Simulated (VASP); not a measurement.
Set up this calculation in VASP 6.6.1, as the native input.

| Property | Result |
| --- | --- |
| Task | single point |
| Functional | r2SCAN |
| Potentials or basis | VASP PAW PBE potentials, release 64 (La) |
| Cutoff | 520 eV |
| k mesh | 12 × 12 × 12 |
| Occupations | fermi-dirac, width 0.1 eV |
| Spin | no spin polarisation |
| Dipole correction | no |
| Further INCAR settings | ALGO = Normal; EDIFF = 1e-06; NBANDS = 12 |

Crystal: La.

```
CELL_PARAMETERS angstrom
0.00000 2.68958 2.68958
2.68958 0.00000 2.68958
2.68958 2.68958 0.00000
ATOMIC_POSITIONS crystal
La 0.00000 0.00000 0.00000
```

This cell differs from its parent crystal: volume scaled by 1.04.

One way to write it, as run:

POSCAR

```
La
1.0
    0.0000000000      2.6895832301      2.6895832301
    2.6895832301      0.0000000000      2.6895832301
    2.6895832301      2.6895832301      0.0000000000
La
1
Direct
    0.0000000000      0.0000000000      0.0000000000
```

INCAR.step1

```
ALGO = Normal
EDIFF = 1E-4
ENCUT = 520
GGA = PE
ISMEAR = -1
LASPH = True
LCHARG = False
LREAL = False
LWAVE = True
NBANDS = 12
NELM = 60
PREC = Accurate
SIGMA = 0.1
```

INCAR.step2

```
ALGO = Normal
EDIFF = 1E-6
ENCUT = 520
ISIF = 2
ISMEAR = -1
ISTART = 1
LASPH = True
LCHARG = False
LMIXTAU = True
LREAL = False
LWAVE = False
METAGGA = R2SCAN
NBANDS = 12
NELM = 60
PREC = Accurate
SIGMA = 0.1
```

KPOINTS

```
k-points
0
Gamma
  12 12 12
```

Potentials or basis: VASP PAW PBE potentials, release 64 (La).

Command:

```bash
$ cat potpaw_PBE.64/La/POTCAR > POTCAR
$ cp INCAR.step1 INCAR
$ mpirun -np 1 vasp_std > vasp.out
$ cp INCAR.step2 INCAR
$ mpirun -np 1 vasp_std > vasp.out
```

Results of the run:

```yaml
Pressure: -1.0 GPa
```

Caveat: the PAW data sets were made with another functional, which shifts forces and pressure a little.

Run time: 3.6 min on 1 thread of Intel(R) Xeon(R) Platinum 8488C (Sapphire Rapids), with other jobs on the host, peak memory 0.2 GiB.
